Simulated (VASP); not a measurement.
**ZnO: single point with r2SCAN**

Crystal: ZnO.

```
Zn O
1.0
     0.00000    2.18968    2.18968
     2.18968    0.00000    2.18968
     2.18968    2.18968    0.00000
Zn O
1 1
Direct
  0.00000 0.00000 0.00000
  0.50000 0.50000 0.50000
```

This cell differs from its parent crystal: strain +2.6%.

```json
{"Program": "VASP 6.6.1", "Task": "single point", "Functional": "r2SCAN", "Potentials or basis": "VASP PAW PBE potentials, release 64 (Zn, O_h)", "Cutoff": "910 eV", "k mesh": "10 × 10 × 10", "Occupations": "gaussian, width 0.01 eV", "Spin": "no spin polarisation", "Dipole correction": "no", "Second run": "hard_potentials", "Further INCAR settings": "ALGO = Normal; EDIFF = 1e-06; NBANDS = 16"}
```

```yaml
Pressure: -11.8 GPa
Band_gap_on_the_k_mesh: 1.19 eV, indirect (least direct gap 2.33 eV)
```

Levels at points of the mesh, in eV from the valence-band top:
```tsv
k point	band 5	band 6	band 7	band 8	band 9	band 10	band 11	band 12	band 13	band 14
(0.00, 0.00, 0.00)	-4.66	-4.66	-1.14	-1.14	-1.14	1.19	18.37	18.37	18.37	18.97
(0.50, 0.00, 0.00)	-4.47	-4.47	-3.59	0.00	0.00	6.05	9.34	13.36	13.36	19.53
(0.50, 0.50, 0.00)	-4.37	-4.37	-4.16	-2.47	-2.47	4.67	11.19	11.79	15.83	15.83
```

Run time: 93 s on 1 thread of Intel(R) Xeon(R) Platinum 8488C (Sapphire Rapids) (shared host), peak memory 0.19 GiB.

Caveat: the cell differs from its parent crystal (strain +2.6%); the cutoff is under 1.25 times the usual one of these potentials, so pressure, stress and relaxed cells hold a basis-set (Pulay) error; the PAW data sets were made with another functional, which shifts forces and pressure a little. A k mesh can miss the band edges.
